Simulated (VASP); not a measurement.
NaF: elastic constants with LDA

The system is NaF.

```
CELL_PARAMETERS angstrom
0.00000 2.22866 2.22866
2.22866 0.00000 2.22866
2.22866 2.22866 0.00000
ATOMIC_POSITIONS crystal
Na 0.00000 0.00000 0.00000
F 0.50000 0.50000 0.50000
```

```json
{
 "Program": "VASP 6.6.1",
 "Task": "elastic constants",
 "Functional": "LDA",
 "Potentials or basis": "VASP PAW LDA potentials, release 64 (Na_pv, F)",
 "Cutoff": "600 eV",
 "k mesh": "10 × 10 × 10",
 "Occupations": "gaussian, width 0.01 eV",
 "Spin": "no spin polarisation",
 "Dipole correction": "no",
 "Ions in elastic constants": "relaxed",
 "Further INCAR settings": "ALGO = Normal; EDIFF = 1e-08; IBRION = 6; POTIM = 0.015; NSW = 1; ISIF = 3"
}
```

```json
{
 "Elastic constants C11, C12, C44": "156, 25, 28 GPa",
 "Voigt bulk modulus": "68 GPa",
 "Highest phonon frequency at Γ, LO-TO splitting left out": "299 cm⁻¹"
}
```

Phonon frequencies in cm⁻¹ (negative: imaginary):
| q point | frequencies |
| --- | --- |
| (0.000, 0.000, 0.000) | 0 0 0 299 299 299 |

Elastic tensor in Voigt notation (GPa, in the Cartesian axes of the cell as first typed):
```
156  25  25   0   0   0
 25 156  25   0   0   0
 25  25 156   0   0   0
  0   0   0  28   0   0
  0   0   0   0  28   0
  0   0   0   0   0  28
```

Clamped-ion elastic tensor (GPa):
```
156  25  25   0   0   0
 25 156  25   0   0   0
 25  25 156   0   0   0
  0   0   0  28   0   0
  0   0   0   0  28   0
  0   0   0   0   0  28
```

Run time: 9.8 min on 1 thread of Oxide Virtual Turin-like Processor (shared host), peak memory 0.23 GiB.

Caveat: the cell is under stress, which shifts elastic constants.
